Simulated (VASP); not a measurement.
A run of VASP 6.6.1 is set up as follows.

The input INCAR:

```
PREC = Accurate
ENCUT = 520
EDIFF = 1E-6
ISMEAR = 0
SIGMA = 0.1
LREAL = F
LASPH = T
NELM = 150
ALGO = Normal
ISIF = 2
LWAVE = F
LCHARG = F
ISPIN = 2
MAGMOM = 0 1 1 0
LORBIT = 11
LMAXMIX = 6
GGA = PE
NBANDS = 32
```

Contents of KPOINTS:

```
regular mesh
0
Gamma
  4 4 4
```

Contents of POSCAR:

```
LaSc2F
1.0
    4.0792277218      0.0000000000      0.0000000000
    0.0000000000      4.0792277218      0.0000000000
    0.0000000000      0.0000000000      5.8631324529
La Sc F
1 2 1
Direct
    0.5000000000      0.5000000000      0.5000000000
    0.0000000000      0.0000000000      0.5000000000
    0.5000000000      0.5000000000      0.0000000000
    0.0000000000      0.0000000000      0.0000000000
```

Potentials or basis: VASP PAW PBE potentials, release 64 (La, Sc_sv, F).

The run is started by

```bash
$ cat potpaw_PBE.64/La/POTCAR potpaw_PBE.64/Sc_sv/POTCAR potpaw_PBE.64/F/POTCAR > POTCAR
$ mpirun -np 1 vasp_std > vasp.out
```

Question: Predict the site moments.

Answer: La +0.18; Sc +0.27, -0.01; F +0.00 μB.

Question: Predict the net moment.

Answer: 0.59 μB per cell.

Question: What does it give for the pressure?

Answer: -0.1 GPa.

Stress tensor (GPa, compression positive):
```
-0.14  0.00  0.00
 0.00 -0.14  0.00
 0.00  0.00  0.01
```

Caveat: the k points lie up to 0.39 Å⁻¹ apart.
